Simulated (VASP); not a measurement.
# Te (P3_121) in VASP: notebook

Runs on Te. Level: LDA. Tasks: single point.

Everything below comes from runs of VASP 6.6.1. Logs are shortened: lines on timing, memory, paths and dates and some standing lists are left out, and cuts for length are marked.

### 1 The cell of the first run

Symmetry: P3_121, No. 152, trigonal system. Conventional cell: a = 4.363 Å, b = 4.363 Å, c = 5.803 Å, α = 90.00°, β = 90.00°, γ = 120.00°. Te (site symmetry 2) has 6 Te at 2.81 to 3.40 Å within 3.7 Å.

### 2 Single point, LDA (volume scaled by 0.94)

Contents of INCAR:

```
ALGO     = Normal         # electronic algorithm
EDIFF    = 1E-6           # SCF threshold, eV
ENCUT    = 520            # plane-wave cutoff, eV
GGA      = CA             # functional
ISIF     = 2              # what is computed and relaxed
ISMEAR   = -1             # smearing method
LASPH    = T              # aspherical terms in the spheres
LCHARG   = F              # write CHGCAR
LREAL    = F              # projectors in reciprocal space
LWAVE    = F              # write WAVECAR
NBANDS   = 16             # bands
NELM     = 100            # most SCF steps
PREC     = Accurate       # precision mode
SIGMA    = 0.05           # smearing width, eV
```

Contents of KPOINTS:

```
k-points
0
Gamma
  7 7 5
```

Contents of POSCAR:

```
Te
1.0
    4.3630765282      0.0000000000      0.0000000000
   -2.1815382641      3.7785351121      0.0000000000
    0.0000000000      0.0000000000      5.8030681080
Te
3
Direct
    0.7310000000      0.7310000000      0.0000000000
    0.0000000000      0.2690000000      0.6666666667
    0.2690000000      0.0000000000      0.3333333333
```

Potentials or basis: VASP PAW LDA potentials, release 64 (Te).

Run with:

```
cat potpaw_LDA.64/Te/POTCAR > POTCAR
mpirun -np 1 vasp_std > vasp.out
```

OUTCAR:

```text
EDIFF = 1E-6
   ENCUT = 520
   GGA = CA
   ISIF = 2
   ISMEAR = -1
   LASPH = T
   LREAL = F
   NELM = 100
   PREC = Accurate

 ion  position               nearest neighbor table
   1  0.731  0.731  0.000-   3 2.81   2 2.81   3 3.40   2 3.40   2 3.40   3 3.40
   2  0.000  0.269  0.667-   1 2.81   3 2.81   1 3.40   1 3.40   3 3.40   3 3.40
   3  0.269  0.000  0.333-   1 2.81   2 2.81   1 3.40   1 3.40   2 3.40   2 3.40

  LATTYP: Found a hexagonal cell.
 ALAT       =     4.3630765282
 C/A-ratio  =     1.3300404131

  Lattice vectors:

 A1 = (   4.3630765282,   0.0000000000,   0.0000000000)
 A2 = (  -2.1815382641,   3.7785351121,   0.0000000000)
 A3 = (   0.0000000000,   0.0000000000,   5.8030681080)

Analysis of symmetry for initial positions (statically):
=====================================================================
 Subroutine PRICEL returns:
 Original cell was already a primitive cell.

 Routine SETGRP: Setting up the symmetry group for a
 hexagonal supercell.

 Subroutine GETGRP returns: Found  6 space group operations
 (whereof  2 operations were pure point group operations)
 out of a pool of 24 trial point group operations.

The static configuration has the point symmetry C_2 .
 The point group associated with its full space group is D_3 .

Analysis of symmetry for dynamics (positions and initial velocities):
=====================================================================
 Subroutine PRICEL returns:
 Original cell was already a primitive cell.

 Routine SETGRP: Setting up the symmetry group for a
 hexagonal supercell.

 Subroutine GETGRP returns: Found  6 space group operations
 (whereof  2 operations were pure point group operations)
 out of a pool of 24 trial point group operations.

The dynamic configuration has the point symmetry C_2 .
 The point group associated with its full space group is D_3 .

 Subroutine INISYM returns: Found  6 space group operations
 (whereof  2 operations are pure point group operations),
 and found     1 'primitive' translations

----------------------------------------------------------------------------------------

                                     Primitive cell

  volume of cell :      95.6696

  direct lattice vectors                    reciprocal lattice vectors
     4.363076528  0.000000000  0.000000000     0.229196072  0.132326414  0.000000000
    -2.181538264  3.778535112  0.000000000     0.000000000  0.264652827  0.000000000
     0.000000000  0.000000000  5.803068108     0.000000000  0.000000000  0.172322637

  length of vectors
     4.363076528  4.363076528  5.803068108     0.264652827  0.264652827  0.172322637

  position of ions in fractional coordinates (direct lattice)
     0.731000000  0.731000000  0.000000000
     1.000000000  0.269000000  0.666666667
     0.269000000  0.000000000  0.333333333

  ion indices of the primitive-cell ions
   primitive index   ion index
                 1           1
                 2           2
                 3           3

----------------------------------------------------------------------------------------

 KPOINTS: k-points

Automatic generation of k-mesh.
 Grid dimensions read from file:
 generate k-points for:    7    7    5

 Generating k-lattice:

  Cartesian coordinates                     Fractional coordinates (reciprocal lattice)
     0.032742296  0.018903773  0.000000000     0.142857143  0.000000000  0.000000000
     0.000000000  0.037807547  0.000000000     0.000000000  0.142857143  0.000000000
     0.000000000  0.000000000  0.034464527     0.000000000  0.000000000  0.200000000

  Length of vectors
     0.037807547  0.037807547  0.034464527

  Shift w.r.t. Gamma in fractional coordinates (k-lattice)
     0.000000000  0.000000000  0.000000000

 Subroutine IBZKPT returns following result:
 ===========================================

 Found     32 irreducible k-points:

 Following reciprocal coordinates:
            Coordinates               Weight
  0.000000  0.000000  0.000000      1.000000
  0.142857  0.000000  0.000000      6.000000
  0.285714  0.000000  0.000000      6.000000
  0.428571  0.000000  0.000000      6.000000
  0.142857  0.142857  0.000000      6.000000
  0.285714  0.142857  0.000000     12.000000
[... 16 lines left out ...]
  0.000000  0.142857  0.400000      6.000000
  0.285714  0.000000  0.400000      6.000000
 [... further k-points ...]
   k-points           NKPTS =     32   k-points in BZ     NKDIM =     32   number of bands    NBANDS=     16
   number of dos      NEDOS =    301   number of ions     NIONS =      3
   total plane-waves  NPLWV =  49152
   dimension x,y,z NGX =    32 NGY =   32 NGZ =   48
   dimension x,y,z NGXF=    64 NGYF=   64 NGZF=   96
   ions per type =               3
   NGX,Y,Z   is equivalent  to a cutoff of  12.19, 12.19, 13.75 a.u.
   NGXF,Y,Z  is equivalent  to a cutoff of  24.39, 24.39, 27.50 a.u.
 SYSTEM =  unknown system
   PREC   = accura    normal or accurate (medium, high low for compatibility)
   ISTART =      0    job   : 0-new  1-cont  2-samecut
   ICHARG =      2    charge: 1-file 2-atom 10-const
   ISPIN  =      1    spin polarized calculation?
   LNONCOLLINEAR =      F non collinear calculations
   LSORBIT =      F    spin-orbit coupling
   LASPH  =      T    aspherical Exc in radial PAW
   ENCUT  =  520.0 eV  38.22 Ry    6.18 a.u.   8.11  8.11 10.79*2*pi/ulx,y,z
   NELM   =    100;   NELMIN=  2; NELMDL= -5     # of ELM steps
   EDIFF  = 0.1E-05   stopping-criterion for ELM
   LREAL  =      F    real-space projection
   EDIFFG = 0.1E-04   stopping-criterion for IOM
   NSW    =      0    number of steps for IOM
   IBRION =     -1    ionic relax: 0-MD 1-quasi-New 2-CG
   NFREE  =      0    steps in history (QN), initial steepest desc. (CG)
   ISIF   =      2    stress and relaxation
   ISYM   =      2    0-nonsym 1-usesym 2-fastsym
   POTIM  = 0.5000    time-step for ionic-motion
   TEBEG  =    0.0;   TEEND  =   0.0 temperature during run
   PSTRESS=    0.0 pullay stress
   NELECT =      18.0000    total number of electrons
   NUPDOWN=      -1.0000    fix difference up-down
   EMIN   =  10.00;   EMAX   =-10.00  energy-range for DOS
[... 5 lines left out ...]
     AMIX     =   0.40;   BMIX     =  1.00
     AMIX_MAG =   1.60;   BMIX_MAG =  1.00
  volume/ion in A,a.u.               =      31.89       215.20
  Fermi-wavevector in a.u.,A,eV,Ry     =   0.938082  1.772719 11.973109  0.879999
  Thomas-Fermi vector in A             =   2.065258
   LORBIT       =      0    0 simple, 1 ext, 2 COOP (PROOUT), +10 PAW based schemes
   GGA     = CA    functional components
   LHFCALC =     F    Hartree Fock is set to
   AEXX    =    0.0000 exact exchange contribution
   IVDW    =     0    specifies the selected vdW correction
   LEPSILON=     F    determine dielectric tensor
   LRPA    =     F    only Hartree local field effects (RPA)
 non-spin polarized calculation
  energy-cutoff  :      520.00
  volume of cell :       95.67
 maximum number of plane-waves:      2590
   NGX = 17   NGY = 17   NGZ = 21

 number of electron      17.9999999 magnetization

 Free energy of the ion-electron system (eV)
  ---------------------------------------------------
  ext. energy  EPLUGINS =         0.00000000
  ---------------------------------------------------
  free energy    TOTEN  =       -11.35834224 eV

  energy without entropy =      -11.35819764  energy(sigma->0) =      -11.35826994

 E-fermi :   6.7837     XC(G=0):  -9.5633

 val. band max:        6.4708527966   @ k =   0.2857   0.2857   0.4000
 cond. band min:       7.0248624734   @ k =   0.0000   0.0000   0.4000
 fundamental gap:      0.5540096768
 Fermi energy:         6.7837271806

 k-point     1 :       0.0000    0.0000    0.0000
  band No.  band energies     occupation
      1      -7.5127      2.00000
      2      -3.9179      2.00000
      3      -3.9179      2.00000
      4       3.3215      2.00000
      5       3.7653      2.00000
      6       3.7653      2.00000
[... 8 lines left out ...]
     15      12.6107      0.00000
     16      12.7835      0.00000

 k-point     2 :       0.1429    0.0000    0.0000
  band No.  band energies     occupation
      1      -7.3626      2.00000
      2      -3.9581      2.00000
      3      -3.8674      2.00000
      4       2.3728      2.00000
      5       3.0827      2.00000
      6       3.3721      2.00000
[... 8 lines left out ...]
     15      12.5621      0.00000
     16      12.9549      0.00000

 k-point     3 :       0.2857    0.0000    0.0000
  band No.  band energies     occupation
      1      -6.9473      2.00000
      2      -4.1932      2.00000
      3      -3.7407      2.00000
      4       1.4878      2.00000
      5       2.3095      2.00000
      6       2.8506      2.00000
[... 8 lines left out ...]
     15      13.1272      0.00000
     16      14.0638      0.00000

 k-point     4 :       0.4286    0.0000    0.0000
  band No.  band energies     occupation
      1      -6.4484      2.00000
      2      -4.6314      2.00000
      3      -3.6252      2.00000
      4       1.3584      2.00000
      5       1.8994      2.00000
      6       2.6190      2.00000
[... 8 lines left out ...]
     15      14.6270      0.00000
     16      15.3232      0.00000

 k-point     5 :       0.1429    0.1429    0.0000
  band No.  band energies     occupation
      1      -7.0783      2.00000
      2      -4.0534      2.00000
      3      -3.8287      2.00000
      4       1.7675      2.00000
      5       2.1035      2.00000
      6       3.4978      2.00000
[... 8 lines left out ...]
     15      13.1372      0.00000
     16      13.6878      0.00000

 k-point     6 :       0.2857    0.1429    0.0000
  band No.  band energies     occupation
      1      -6.5984      2.00000
      2      -4.3603      2.00000
      3      -3.8019      2.00000
      4       1.4383      2.00000
      5       1.7644      2.00000
      6       3.0087      2.00000
[... 8 lines left out ...]
     15      14.1227      0.00000
     16      14.9125      0.00000

 k-point     7 :       0.4286    0.1429    0.0000
  band No.  band energies     occupation
      1      -6.2801      2.00000
      2      -4.6431      2.00000
      3      -3.7850      2.00000
      4       1.4948      2.00000
      5       1.8197      2.00000
      6       2.8628      2.00000
[... 8 lines left out ...]
     15      13.9983      0.00000
     16      15.4371      0.00000

 k-point     8 :       0.2857    0.2857    0.0000
  band No.  band energies     occupation
      1      -6.2231      2.00000
      2      -4.4159      2.00000
      3      -4.0992      2.00000
      4       1.6924      2.00000
      5       1.7156      2.00000
      6       3.0782      2.00000
[... 8 lines left out ...]
     15      13.4288      0.00000
     16      14.7144      0.00000

 k-point     9 :       0.0000    0.0000    0.2000
  band No.  band energies     occupation
      1      -7.3572      2.00000
      2      -5.1287      2.00000
      3      -2.6441      2.00000
      4       3.1757      2.00000
      5       3.4132      2.00000
      6       3.9670      2.00000
[... 8 lines left out ...]
     15      12.2905      0.00000
     16      12.5262      0.00000
[... 172 lines left out ...]
 k-point    19 :       0.4286    0.1429    0.2000
  band No.  band energies     occupation
      1      -6.1660      2.00000
      2      -4.8534      2.00000
      3      -3.7121      2.00000
      4       1.1661      2.00000
      5       1.5922      2.00000
      6       2.8072      2.00000
[... 8 lines left out ...]
     15      13.8908      0.00000
     16      14.3873      0.00000

 k-point    20 :       0.2857    0.2857    0.2000
  band No.  band energies     occupation
      1      -6.1076      2.00000
      2      -4.7715      2.00000
      3      -3.8444      2.00000
      4       1.1305      2.00000
      5       1.7291      2.00000
      6       2.5248      2.00000
[... 8 lines left out ...]
     15      13.4651      0.00000
     16      14.7279      0.00000

 k-point    21 :       0.0000    0.0000    0.4000
  band No.  band energies     occupation
      1      -6.8953      2.00000
      2      -6.1420      2.00000
      3      -1.6538      2.00000
      4       2.5190      2.00000
      5       3.6404      2.00000
      6       3.8715      2.00000
[... 8 lines left out ...]
     15      11.8160      0.00000
     16      13.4721      0.00000

 k-point    22 :       0.1429    0.0000    0.4000
  band No.  band energies     occupation
      1      -6.7605      2.00000
      2      -6.0193      2.00000
      3      -1.9802      2.00000
      4       2.3940      2.00000
      5       3.4097      2.00000
      6       3.7259      2.00000
[... 8 lines left out ...]
     15      12.0990      0.00000
     16      12.9343      0.00000

 k-point    23 :       0.0000    0.1429    0.4000
  band No.  band energies     occupation
      1      -6.7553      2.00000
      2      -6.0294      2.00000
      3      -1.9466      2.00000
      4       2.3010      2.00000
      5       3.0605      2.00000
      6       3.6470      2.00000
[... 8 lines left out ...]
     15      12.3321      0.00000
     16      13.2218      0.00000

 k-point    24 :       0.2857    0.0000    0.4000
  band No.  band energies     occupation
      1      -6.4102      2.00000
      2      -5.6781      2.00000
      3      -2.7833      2.00000
      4       1.7328      2.00000
      5       2.8920      2.00000
      6       3.1203      2.00000
[... 8 lines left out ...]
     15      12.4646      0.00000
     16      13.1425      0.00000

 [... further k-points ...]
[... 5 lines left out ...]
  --------------------------------------------------------------------------------------
  -------------------------------------------------------------------------------------
  Total        0.5710591      0.5710591      1.5265732     -0.0000000     -0.0000000      0.0000000
  in kB        9.5635182      9.5635182     25.5654982     -0.0000000     -0.0000000      0.0000000
  external PRESSURE =      14.8975116 kB  Pullay stress =       0.0000000 kB

 VOLUME and BASIS-vectors are now :
 -----------------------------------------------------------------------------
  energy-cutoff  :      520.00
  volume of cell :       95.67
      direct lattice vectors                 reciprocal lattice vectors
     4.363076528  0.000000000  0.000000000     0.229196072  0.132326414  0.000000000
    -2.181538264  3.778535112  0.000000000     0.000000000  0.264652827  0.000000000
     0.000000000  0.000000000  5.803068108     0.000000000  0.000000000  0.172322637

 POSITION                                       TOTAL-FORCE (eV/Angst)
 -----------------------------------------------------------------------------------
      1.59470      2.76211      0.00000        -0.214588     -0.371678     -0.000000
     -0.58683      1.01643      3.86871        -0.214588      0.371678     -0.000000
      1.17367      0.00000      1.93436         0.429176     -0.000000      0.000000
 -----------------------------------------------------------------------------------
    total drift:                                0.000000      0.000000      0.000000

  FREE ENERGIE OF THE ION-ELECTRON SYSTEM (eV)
  ---------------------------------------------------
  free  energy   TOTEN  =       -11.3583422403 eV

  energy  without entropy=      -11.3581976361  energy(sigma->0) =      -11.35826994
```

It took 24 s on 1 thread of Intel Xeon Platinum 8259CL at 2.50GHz (Skylake/Cascade Lake), shared host; peak memory 0.19 GiB.

What came out:

```yaml
Free_energy: -11.3583 eV
Pressure: 1.5 GPa
Largest_force: 0.429 eV/Å
Band_gap_on_the_k_mesh: 0.55 eV, indirect (least direct gap 0.78 eV)
```

Forces in eV/Å, atoms in the order of the input:
```
Te  -0.215 -0.372  0.000
Te  -0.215  0.372  0.000
Te   0.429  0.000  0.000
```

Levels at points of the mesh, in eV from the valence-band top:
| k point | band 7 | band 8 | band 9 | band 10 | band 11 | band 12 |
| --- | --- | --- | --- | --- | --- | --- |
| (0.00, 0.00, 0.00) | -1.68 | -1.68 | -0.79 | 1.18 | 1.18 | 1.77 |

Caveat: spin-orbit coupling is left out, which moves the levels of the heavy elements. A k mesh can miss the band edges.

### 3 Single point, LDA (volume scaled by 0.96)

Contents of INCAR:

```
PREC     = Accurate       # precision mode
ENCUT    = 520            # plane-wave cutoff, eV
EDIFF    = 1E-6           # SCF threshold, eV
ISMEAR   = -1             # smearing method
SIGMA    = 0.05           # smearing width, eV
LREAL    = False          # projectors in reciprocal space
LASPH    = True           # aspherical terms in the spheres
NELM     = 100            # most SCF steps
ALGO     = Normal         # electronic algorithm
ISIF     = 2              # what is computed and relaxed
LWAVE    = False          # write WAVECAR
LCHARG   = True           # write CHGCAR
LELF     = True           # ELF
LVHAR    = True         
NBANDS   = 16             # bands
```

Contents of KPOINTS:

```
regular mesh
0
Gamma
  7 7 5
```

Contents of POSCAR:

```
Te
1.0
    4.3938034316      0.0000000000      0.0000000000
   -2.1969017158      3.8051453911      0.0000000000
    0.0000000000      0.0000000000      5.8439361313
Te
3
Direct
    0.7310000000      0.7310000000      0.0000000000
    0.0000000000      0.2690000000      0.6666666667
    0.2690000000      0.0000000000      0.3333333333
```

Potentials or basis: VASP PAW LDA potentials, release 64 (Te).

Run with:

```
cat potpaw_LDA.64/Te/POTCAR > POTCAR
mpirun -np 1 vasp_std > vasp.out
```

It took 33 s on 1 thread of Intel Xeon Platinum 8259CL at 2.50GHz (Skylake/Cascade Lake), shared host; peak memory 0.2 GiB.

It converged, with:

```
Free energy            : -11.3693 eV
Pressure               : 0.2 GPa
Largest force          : 0.305 eV/Å
Band gap on the k mesh : 0.56 eV, indirect (least direct gap 0.77 eV)
```

Forces on the atoms (eV/Å):
```
Te  -0.153 -0.264  0.000
Te  -0.153  0.264  0.000
Te   0.305  0.000  0.000
```

Stress tensor (GPa, compression positive):
```
-0.10  0.00  0.00
 0.00 -0.10  0.00
 0.00  0.00  0.94
```

Levels at points of the mesh, in eV from the valence-band top:
```
           k point  band 5  band 6  band 7  band 8  band 9  band 10  band 11  band 12  band 13  band 14
(0.00, 0.00, 0.00)   -2.67   -2.67   -1.62   -1.62   -0.75     1.17     1.17     1.75     4.97     4.97
```

Caveat: spin-orbit coupling is left out, which moves the levels of the heavy elements. A k mesh can miss the band edges.
